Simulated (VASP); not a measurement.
A run of VASP 6.6.1:

POSCAR

```
AlN
1.0
    3.1130000000      0.0000000000      0.0000000000
   -1.5565000000      2.6959370820      0.0000000000
    0.0000000000      0.0000000000      4.9810000000
Al N
2 2
Direct
    0.6666666667      0.3333333333      0.5000000000
    0.3333333333      0.6666666667      0.0000000000
    0.6666666667      0.3333333333      0.8800000000
    0.3333333333      0.6666666667      0.3800000000
```

Contents of INCAR.step1:

```
SYSTEM = AlN
PREC     = Accurate       ! precision mode
ENCUT    = 600            ! plane-wave cutoff, eV
ISMEAR   = -1             ! smearing method
SIGMA    = 0.05           ! smearing width, eV
LREAL    = .FALSE.        ! projectors in reciprocal space
LASPH    = .TRUE.         ! aspherical terms in the spheres
NELM     = 100            ! most SCF steps
GGA      = PE             ! functional
ALGO     = Normal         ! electronic algorithm
EDIFF    = 1E-4           ! SCF threshold, eV
LWAVE    = .TRUE.         ! write WAVECAR
LCHARG   = .FALSE.        ! write CHGCAR
```

Contents of INCAR.step2:

```
SYSTEM = AlN
PREC     = Accurate       ! precision mode
ENCUT    = 600            ! plane-wave cutoff, eV
EDIFF    = 1E-6           ! SCF threshold, eV
ISMEAR   = -1             ! smearing method
SIGMA    = 0.05           ! smearing width, eV
LREAL    = .FALSE.        ! projectors in reciprocal space
LASPH    = .TRUE.         ! aspherical terms in the spheres
NELM     = 100            ! most SCF steps
ALGO     = Normal         ! electronic algorithm
ISIF     = 3              ! what is computed and relaxed
LWAVE    = .FALSE.        ! write WAVECAR
LCHARG   = .FALSE.        ! write CHGCAR
METAGGA  = R2SCAN         ! meta-GGA
LMIXTAU  = .TRUE.       
IBRION   = 2              ! ionic algorithm
NSW      = 60             ! ionic steps
EDIFFG   = -0.01          ! ionic threshold
ISTART   = 1
```

File KPOINTS:

```
regular mesh
0
G
  10 10 6
  0 0 0
```

Potentials or basis: VASP PAW PBE potentials, release 64 (Al, N).

Run with:

```sh
$ cat potpaw_PBE.64/Al/POTCAR potpaw_PBE.64/N/POTCAR > POTCAR
$ cp INCAR.step1 INCAR
$ mpirun -np 1 vasp_std > vasp.out
$ cp INCAR.step2 INCAR
$ mpirun -np 1 vasp_std > vasp.out
```

Hardware: 1 thread of Intel(R) Xeon(R) Platinum 8488C (Sapphire Rapids) (shared host).

Problem. Estimate the wall time of this run.

Solution. Run time: 6.1 min on 1 thread of Intel(R) Xeon(R) Platinum 8488C (Sapphire Rapids) (shared host), peak memory 0.2 GiB. Counts: k points 56, ion steps 6.
